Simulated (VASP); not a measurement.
# Ni (P6_3/mmc) in VASP: notebook, part 2 of 2

VASP 6.6.1.

### 3 Single point, PBE

The input, INCAR:

```
SYSTEM = Ni
  PREC = Accurate
  ENCUT = 520
  EDIFF = 1E-6
  ISMEAR = -1
  SIGMA = 0.1
  LREAL = .False.
  LASPH = .True.
  NELM = 60
  ALGO = Normal
  ISIF = 2
  LWAVE = .False.
  LCHARG = .False.
  GGA = PE
  NBANDS = 28
```

The input, KPOINTS:

```
Automatic mesh
0
Gamma
  19 19 5
  0 0 0
```

The input, POSCAR:

```
Ni
1.0
    2.4839897188      0.0000000000      0.0000000000
   -1.2419948594      2.1511981993      0.0000000000
    0.0000000000      0.0000000000      8.1388817054
Ni
4
Direct
    1.0000000000      0.0000000000      1.0000000000
    1.0000000000      0.0000000000      0.5000000000
    0.3333333333      0.6666666667      0.2500000000
    0.6666666667      0.3333333333      0.7500000000
```

Potentials or basis: VASP PAW PBE potentials, release 64 (Ni).

On the command line:

```sh
$ cat potpaw_PBE.64/Ni/POTCAR > POTCAR
$ mpirun -np 1 vasp_std > vasp.out
```

OUTCAR:

```text
SYSTEM = Ni
   PREC = Accurate
   ENCUT = 520
   EDIFF = 1E-6
   ISMEAR = -1
   LREAL = .False.
   LASPH = .True.
   NELM = 60
   ISIF = 2
   GGA = PE

 ion  position               nearest neighbor table
   1  0.000  0.000  0.000-   3 2.49   4 2.49   4 2.49   3 2.49   4 2.49   3 2.49
   2  0.000  0.000  0.500-   3 2.49   4 2.49   4 2.49   3 2.49   4 2.49   3 2.49
   3  0.333  0.667  0.250-   1 2.49   2 2.49   1 2.49   2 2.49   1 2.49   2 2.49
   4  0.667  0.333  0.750-   1 2.49   2 2.49   1 2.49   2 2.49   1 2.49   2 2.49

  LATTYP: Found a hexagonal cell.
 ALAT       =     2.4839897188
 C/A-ratio  =     3.2765359872

  Lattice vectors:

 A1 = (   2.4839897188,   0.0000000000,   0.0000000000)
 A2 = (  -1.2419948594,   2.1511981993,   0.0000000000)
 A3 = (   0.0000000000,   0.0000000000,   8.1388817054)

Analysis of symmetry for initial positions (statically):
=====================================================================
 Subroutine PRICEL returns:
 Original cell was already a primitive cell.

 Routine SETGRP: Setting up the symmetry group for a
 hexagonal supercell.

 Subroutine GETGRP returns: Found 24 space group operations
 (whereof 12 operations were pure point group operations)
[... 170 lines left out ...]

 val. band max:        9.2309834502   @ k =   0.3684  -0.0000   0.2000
 cond. band min:       9.2316830168   @ k =   0.2632   0.2632   0.0000
 fundamental gap:      0.0006995666
 Fermi energy:         9.2315987860

 k-point     1 :       0.0000    0.0000    0.0000
  band No.  band energies     occupation
      1       0.3536      2.00000
      2       2.5929      2.00000
      3       2.5929      2.00000
      4       4.7782      2.00000
      5       6.9696      2.00000
      6       6.9979      2.00000
[... 733 lines left out ...]
     27      19.5720      0.00000
     28      19.8002      0.00000

 [... further k-points ...]

------------------------ aborting loop because EDIFF is reached ----------------------------------------

  FORCE on cell =-STRESS in cart. coord.  units (eV):
  Direction    XX          YY          ZZ          XY          YZ          ZX
  --------------------------------------------------------------------------------------
  -------------------------------------------------------------------------------------
  Total        0.0196377      0.0196377      0.0075869      0.0000000      0.0000000      0.0000000
  in kB        0.7234471      0.7234471      0.2794993      0.0000000      0.0000000      0.0000000
  external PRESSURE =       0.5754645 kB  Pullay stress =       0.0000000 kB

 VOLUME and BASIS-vectors are now :
 -----------------------------------------------------------------------------
  energy-cutoff  :      520.00
  volume of cell :       43.49
      direct lattice vectors                 reciprocal lattice vectors
     2.483989719  0.000000000  0.000000000     0.402578156  0.232428607  0.000000000
    -1.241994859  2.151198199  0.000000000     0.000000000  0.464857213  0.000000000
     0.000000000  0.000000000  8.138881705     0.000000000  0.000000000  0.122867003

 POSITION                                       TOTAL-FORCE (eV/Angst)
 -----------------------------------------------------------------------------------
      0.00000      0.00000      0.00000        -0.000000      0.000000      0.000000
      0.00000      0.00000      4.06944        -0.000000      0.000000      0.000000
     -0.00000      1.43413      2.03472        -0.000000      0.000000     -0.000000
      1.24199      0.71707      6.10416         0.000000     -0.000000     -0.000000
 -----------------------------------------------------------------------------------
    total drift:                                0.000000     -0.000000      0.000000

  FREE ENERGIE OF THE ION-ELECTRON SYSTEM (eV)
  ---------------------------------------------------
  free  energy   TOTEN  =       -21.8204172362 eV

  energy  without entropy=      -21.4583595656  energy(sigma->0) =      -21.63938840
```

OSZICAR:

```text
N       E                     dE             d eps       ncg     rms          rms(c)
DAV:   1     0.252376083145E+03    0.25238E+03   -0.18079E+04  6920   0.206E+03
DAV:   2    -0.113960815557E+02   -0.26377E+03   -0.25326E+03  6720   0.352E+02
DAV:   3    -0.257498222052E+02   -0.14354E+02   -0.13782E+02  7196   0.111E+02
DAV:   4    -0.259793422916E+02   -0.22952E+00   -0.22925E+00  7500   0.144E+01
DAV:   5    -0.259869083545E+02   -0.75661E-02   -0.75656E-02  8088   0.207E+00    0.195E+01
DAV:   6    -0.232063267870E+02    0.27806E+01   -0.31693E+01  7240   0.863E+01    0.121E+01
DAV:   7    -0.221579885365E+02    0.10483E+01   -0.75040E+00  7412   0.451E+01    0.952E+00
DAV:   8    -0.228500828745E+02   -0.69209E+00   -0.10286E+01  7768   0.583E+01    0.136E+01
DAV:   9    -0.218243198434E+02    0.10258E+01   -0.20029E+00  8044   0.310E+01    0.132E+00
DAV:  10    -0.218231197770E+02    0.12001E-02   -0.11535E-01  7548   0.367E+00    0.553E-01
DAV:  11    -0.218209089498E+02    0.22108E-02   -0.55206E-03  8388   0.808E-01    0.273E-01
DAV:  12    -0.218207209590E+02    0.18799E-03   -0.38934E-04  6956   0.202E-01    0.228E-01
DAV:  13    -0.218204133130E+02    0.30765E-03   -0.78749E-04  7616   0.452E-01    0.329E-02
DAV:  14    -0.218204183068E+02   -0.49937E-05   -0.58813E-05  7300   0.784E-02    0.159E-02
DAV:  15    -0.218204167879E+02    0.15188E-05   -0.10169E-05  7648   0.457E-02    0.521E-03
DAV:  16    -0.218204172362E+02   -0.44827E-06   -0.11111E-06  3668   0.154E-02
   1 F= -.21820417E+02 E0= -.21639388E+02  d E =-.362058E+00
```

stdout:

```text
POSCAR found type information on POSCAR Ni
 POSCAR found :  1 types and       4 ions
 scaLAPACK will be used
 LDA part: xc-table for (Slater+PW92), standard interpolation
 POSCAR, INCAR and KPOINTS ok, starting setup
 FFT: planning ... GRIDC
 FFT: planning ... GRID_SOFT
 FFT: planning ... GRID
 WAVECAR not read
 entering main loop
```

Wall time 54 s (1 thread of AMD EPYC 9R45 (Zen 5), shared host); peak memory 0.2 GiB.

What came out:

```yaml
Free_energy: -21.8204 eV
Pressure: 0.1 GPa
Band_gap_on_the_k_mesh: zero (bands 20 and 21 overlap by 0.57 eV)
```

Caveat: the run has no spin polarisation, though such a crystal can be magnetic.

### 4 Relaxation of cell and atoms, PBE

This run uses another cell than the first one, of 10.94 Å³/atom.

The input, INCAR:

```
PREC = Accurate
ENCUT = 600
EDIFF = 1E-6
ISMEAR = -1
SIGMA = 0.1
LREAL = F
LASPH = T
NELM = 60
ALGO = Normal
ISIF = 3
LWAVE = F
LCHARG = F
GGA = PE
IBRION = 2
NSW = 80
EDIFFG = -0.01
```

The input, KPOINTS:

```
regular mesh
0
Gamma
  14 14 4
```

The input, POSCAR:

```
Ni
1.0
    2.4917559660      0.0000000000      0.0000000000
   -1.2458779830      2.1579239666      0.0000000000
    0.0000000000      0.0000000000      8.1380749850
Ni
4
Direct
    0.0000000000      0.0000000000      0.0000000000
    0.0000000000      0.0000000000      0.5000000000
    0.3333333333      0.6666666667      0.2500000000
    0.6666666667      0.3333333333      0.7500000000
```

On the command line:

```sh
$ cat potpaw_PBE.64/Ni/POTCAR > POTCAR
$ mpirun -np 1 vasp_std > vasp.out
```

It took 2.7 min on 1 thread of AMD EPYC 9R45 (Zen 5), shared host; peak memory 0.19 GiB.

It converged, with:

```
Free energy                           : -21.8210 eV
Relaxed volume                        : 10.87 Å³/atom
Relaxed cell                          : a = 2.484 Å, b = 2.484 Å, c = 8.135 Å, α = 90.00°, β = 90.00°, γ = 120.00°
Space group after relaxing (to 0.1 Å) : P6_3/mmc (No. 194)
Energy gained by relaxing             : 0.3 meV/atom
Ionic steps                           : 7
Pressure after relaxing               : 0.0 GPa
```

Stress tensor (GPa, compression positive):
```
-0.02  0.00  0.00
 0.00 -0.02  0.00
 0.00  0.00  0.12
```

Step by step:
| step | energy change (eV) | largest force (eV/Å) | pressure (GPa) | volume (Å³) |
| --- | --- | --- | --- | --- |
| 1 | 0.0000 | 0.0000 | -1.23 | 43.76 |
| 2 | -0.0005 | 0.0000 | 1.08 | 43.23 |
| 3 | -0.0013 | 0.0000 | 0.08 | 43.46 |
| 4 | -0.0013 | 0.0000 | 0.10 | 43.46 |
| 5 | -0.0010 | 0.0000 | -0.62 | 43.61 |
| 6 | -0.0013 | 0.0000 | 0.03 | 43.47 |
| 7 | -0.0014 | 0.0000 | 0.02 | 43.48 |

Final structure:
```
Ni
1.0
     2.48436    0.00000    0.00000
    -1.24218    2.15152    0.00000
     0.00000    0.00000    8.13481
Ni
4
Cartesian
  -1.2422 2.1515 0.0000
  -1.2422 2.1515 4.0674
  0.0000 1.4343 2.0337
  1.2422 0.7172 6.1011
```

Levels at points of the mesh, in eV from the Fermi level:
| k point | band 16 | band 17 | band 18 | band 19 | band 20 | band 21 | band 22 | band 23 | band 24 |
| --- | --- | --- | --- | --- | --- | --- | --- | --- | --- |
| (0.00, 0.00, 0.00) | -0.98 | -0.98 | -0.68 | -0.68 | -0.45 | -0.45 | -0.19 | -0.09 | -0.09 |
| (0.50, 0.00, 0.00) | -0.01 | 0.01 | 0.08 | 0.08 | 0.10 | 0.42 | 1.47 | 2.62 | 3.16 |
| (0.00, 0.00, 0.50) | -1.62 | -0.83 | -0.83 | -0.83 | -0.83 | -0.25 | -0.25 | -0.25 | -0.25 |
| (0.50, 0.00, 0.50) | -0.34 | -0.02 | -0.02 | 0.07 | 0.07 | 1.49 | 1.49 | 2.88 | 2.88 |

Caveat: the highest band is partly filled, so the run has too few bands; the run has no spin polarisation, though such a crystal can be magnetic.

### 5 The runs side by side

| task | cell | k mesh | cutoff (eV) | gap on the mesh (eV) | pressure (GPa) |
| --- | --- | --- | --- | --- | --- |
| single point | a = 2.484, b = 2.484, c = 8.139 Å, angles 90.0, 90.0, 120.0°, 4 atoms | 14 × 14 × 4 | 520 | none | 0.0 |
| single point | a = 2.484, b = 2.484, c = 8.139 Å, angles 90.0, 90.0, 120.0°, 4 atoms | 19 × 19 × 5 | 520 | none | 0.1 |
| relaxation of cell and atoms | relaxed from a = 2.492, b = 2.492, c = 8.138 Å, angles 90.0, 90.0, 120.0°, 4 atoms | 14 × 14 × 4 | 600 | - | 0.0 |

Alike in all rows: level PBE; potentials or basis VASP PAW PBE potentials, release 64 (Ni); no spin polarisation; smearing fermi-dirac 0.1 eV.

Caveats: the run has no spin polarisation, though such a crystal can be magnetic; the highest band is partly filled, so the run has too few bands (at least some runs).

Total energies depend on the potentials used, so only differences within one code and one set of settings carry meaning.
